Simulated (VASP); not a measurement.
Runs of VASP 6.6.1 on MgS. The structure is that of space group P-6m2 (No. 187), or close to it. The cells are those of the table. 

```csv
task,level,cell,cutoff (eV),share of exact exchange,screening parameter,gap on the mesh (eV),pressure (GPa)
single point,HSE06,"a = 3.587, b = 3.587, c = 3.292 Å, angles 90.0, 90.0, 120.0°, 2 atoms",520,0.25,0.2079 1/Å,2.44,-0.3
single point,PBE-based screened hybrid with 25 % exact exchange,"a = 3.611, b = 3.611, c = 3.305 Å, angles 90.0, 90.0, 120.0°, 2 atoms",520,0.25,0.3 1/Å,2.23,-1.4
single point,HF,"a = 3.611, b = 3.611, c = 3.305 Å, angles 90.0, 90.0, 120.0°, 2 atoms",520,1,-,(c),2.1
single point,r2SCANh,"a = 3.611, b = 3.611, c = 3.305 Å, angles 90.0, 90.0, 120.0°, 2 atoms",520,0.1,-,2.63,-1.6
relaxation of cell and atoms,PBE0,"relaxed from a = 3.611, b = 3.611, c = 3.305 Å, angles 90.0, 90.0, 120.0°, 2 atoms",600,0.25,-,(b),0.0
single point,r2SCAN50,"a = 3.611, b = 3.611, c = 3.305 Å, angles 90.0, 90.0, 120.0°, 2 atoms",520,0.5,-,4.95,(d)
single point,B3LYP,"a = 3.611, b = 3.611, c = 3.305 Å, angles 90.0, 90.0, 120.0°, 2 atoms",520,0.2,-,3.04,0.5
single point,PBE-based screened hybrid with 25 % exact exchange,"a = 3.589, b = 3.589, c = 3.294 Å, angles 90.0, 90.0, 120.0°, 2 atoms",520,0.25,0.3 1/Å,2.23,-0.3
single point,PBE0,"a = 3.587, b = 3.587, c = 3.292 Å, angles 90.0, 90.0, 120.0°, 2 atoms",520,0.25,-,3.19,-0.4
single point,HF,"a = 3.657, b = 3.657, c = 3.335 Å, angles 90.0, 90.0, 120.0°, 2 atoms",520,1,-,8.55,(a)
single point,PBEsol-based screened hybrid with 25 % exact exchange,"a = 3.565, b = 3.565, c = 3.278 Å, angles 90.0, 90.0, 120.0°, 2 atoms",520,0.25,0.207 1/Å,2.35,-0.3
single point,PBEsol-based global hybrid with 25 % exact exchange,"a = 3.564, b = 3.564, c = 3.278 Å, angles 90.0, 90.0, 120.0°, 2 atoms",520,0.25,-,3.08,-0.3
```

Alike in all rows: potentials or basis VASP PAW PBE potentials, release 64 (Mg, S); no spin polarisation; k mesh 5 × 5 × 4; smearing fermi-dirac 0.05 eV.

Problem. Estimate the missing entries.

Solution. (a) -0.5; (b) 3.18; (c) 8.54; (d) -2.9.

Caveats: all runs use coarse meshes; the PAW data sets were made with another functional, which shifts forces and pressure a little; an odd mesh through Γ misses points on the zone boundary, where band edges can lie.
